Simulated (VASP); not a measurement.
**MgO: single point with PBE**

Crystal: MgO.

```
Mg O
1.0
     3.52004    0.00000    0.00000
    -1.76002    3.04845    0.00000
     0.00000    0.00000    4.03890
Mg O
2 2
Direct
  0.66667 0.33333 0.75000
  0.33333 0.66667 0.25000
  0.66667 0.33333 0.25000
  0.33333 0.66667 0.75000
```

This cell differs from its parent crystal: volume 10.835 Å^3 an atom, c/a of the conventional cell 1.1474.

```json
{
 "Program": "VASP 6.6.1",
 "Task": "single point",
 "Functional": "PBE",
 "Potentials or basis": "VASP PAW PBE potentials, release 64 (Mg, O)",
 "Cutoff": "520 eV",
 "k mesh": "9 × 9 × 6",
 "Occupations": "gaussian, width 0.05 eV",
 "Spin": "no spin polarisation",
 "Dipole correction": "no",
 "Further INCAR settings": "ALGO = Normal; EDIFF = 1e-06; NBANDS = 16"
}
```

```
Pressure               : 7.1 GPa
Band gap on the k mesh : 3.56 eV, direct
```

Stress tensor (GPa, compression positive):
```
 3.43  0.00  0.00
 0.00  3.43  0.00
 0.00  0.00 14.31
```

Levels at points of the mesh, in eV from the valence-band top:
| k point | band 4 | band 5 | band 6 | band 7 | band 8 | band 9 | band 10 | band 11 | band 12 | band 13 |
| --- | --- | --- | --- | --- | --- | --- | --- | --- | --- | --- |
| (0.00, 0.00, 0.00) | -1.77 | -1.77 | -0.71 | -0.71 | 0.00 | 3.56 | 9.85 | 12.43 | 12.43 | 12.85 |
| (0.00, 0.00, 0.50) | -2.42 | -1.27 | -1.27 | -1.27 | -1.27 | 6.64 | 6.64 | 12.78 | 12.78 | 12.78 |

Wall time 30 s on 1 thread of Intel(R) Xeon(R) Platinum 8259CL CPU @ 2.50GHz (Skylake/Cascade Lake), on a shared host, peak memory 0.17 GiB.
